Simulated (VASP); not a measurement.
Set up this calculation in VASP 6.6.1, as the native input.

```
Task                   : single point
Functional             : PBE
Potentials or basis    : VASP PAW PBE potentials, release 64 (I)
Cutoff                 : 400 eV
k mesh                 : 8 × 8 × 8
Occupations            : gaussian, width 0.1 eV
Spin                   : no spin polarisation
Dipole correction      : no
Further INCAR settings : ALGO = Normal; EDIFF = 1e-06; NBANDS = 10
```

The structure of I lies in POSCAR:

```
I
1.0
    0.0000000000      3.0845000000      3.0845000000
    3.0845000000      0.0000000000      3.0845000000
    3.0845000000      3.0845000000      0.0000000000
I
1
Direct
    0.5000000000      0.5000000000      0.5000000000
```

These files were run (other wordings do the same):

INCAR

```
ALGO = Normal
EDIFF = 1E-6
ENCUT = 400
GGA = PE
GGA_COMPAT = False
ISIF = 2
ISMEAR = 0
LASPH = True
LCHARG = False
LREAL = False
LWAVE = False
NBANDS = 10
NELM = 120
PREC = Accurate
SIGMA = 0.1
```

KPOINTS

```
k-points
0
Gamma
  8 8 8
```

Potentials or basis: VASP PAW PBE potentials, release 64 (I).

Command:

```console
$ cat potpaw_PBE.64/I/POTCAR > POTCAR
$ mpirun -np 1 vasp_std > vasp.out
```

Results of the run:

```
Pressure : -2.5 GPa
```

Caveat: an odd number of electrons without spin polarisation forces a metal; a magnetic or distorted state may lie lower.

Run time: 9.5 s on 1 thread of Intel Xeon 6455B, with other jobs on the host, peak memory 0.15 GiB.
